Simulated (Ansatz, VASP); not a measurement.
One calculation of Ti3Te3Mo2, two programs

```
CELL_PARAMETERS angstrom
7.46460 0.00000 0.00000
-3.73230 6.46453 0.00000
0.00000 0.00000 3.47358
ATOMIC_POSITIONS crystal
Ti 0.44059 0.00000 0.50000
Ti 0.55941 0.55941 0.50000
Ti 0.00000 0.44059 0.50000
Te 0.73458 0.00000 0.00000
Te 0.26542 0.26542 0.00000
Te 0.00000 0.73458 0.00000
Mo 0.33333 0.66667 0.00000
Mo 0.66667 0.33333 0.00000
```

Change from the starting cell: species swapped into the Ti3In3Rh2 type (P-62m, No. 189).

Alike in both runs: task relaxation of cell and atoms; functional PBE; k mesh 6 × 6 × 10; occupations gaussian, width 0.1 eV; no spin polarisation.

|  | VASP | Ansatz |
| --- | --- | --- |
| version | VASP 6.6.1 | Ansatz 0.2.0 |
| potentials or method | VASP PAW PBE potentials, release 64 (Ti_sv, Te, Mo_sv), cutoff 500 eV | scalar-relativistic, plane waves, PAW |
| valence electrons in the cell | 82 | 112 |

Ansatz gave:

- gap on the k mesh at the Fermi level, each at its own relaxed structure (eV): none
- relaxed volume (Å³/atom): 20.88
- relaxed cell length with the largest relative difference (Å): 3.457

Question: Which values does VASP return?

Answer: gap on the k mesh at the Fermi level, each at its own relaxed structure (eV): none; relaxed volume (Å³/atom): 20.88; relaxed cell length with the largest relative difference (Å): 3.460.

A gap of «none» marks a metal or a gap that the smearing closes. VASP's potentials hold 82 valence electrons a cell and Ansatz's 112, so a difference there can come from the potentials and not from the codes.

Neither program's run includes spin-orbit coupling.
